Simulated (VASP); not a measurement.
The system is LiH.

```
Li H
1.0
     0.00000    2.02308    2.02308
     2.02308    0.00000    2.02308
     2.02308    2.02308    0.00000
Li H
1 1
Direct
  0.00000 0.00000 0.00000
  0.50000 0.50000 0.50000
```

This cell differs from its parent crystal: volume scaled by 0.98.

Base run:

| Property | Result |
| --- | --- |
| Program | VASP 6.6.1 |
| Functional | PBE |
| Potentials or basis | VASP PAW PBE potentials, release 64 (Li_sv, H) |
| Cutoff | 520 eV |
| k mesh | 11 × 11 × 11 |
| Occupations | fermi-dirac, width 0.05 eV |
| Spin | no spin polarisation |

Its results: band gap on the k mesh 3.19 eV, direct.

Question: After a change of settings the same cell gave: band gap on the k mesh 2.96 eV, direct. Which change was it?
A. functional from PBE to PBE exchange alone; occupations from fermi-dirac, width 0.05 eV to gaussian, width 0.01 eV
B. functional from PBE to HSE06; k mesh from 11 × 11 × 11 to 6 × 6 × 6
C. functional from PBE to PBEsol

Answer: C.
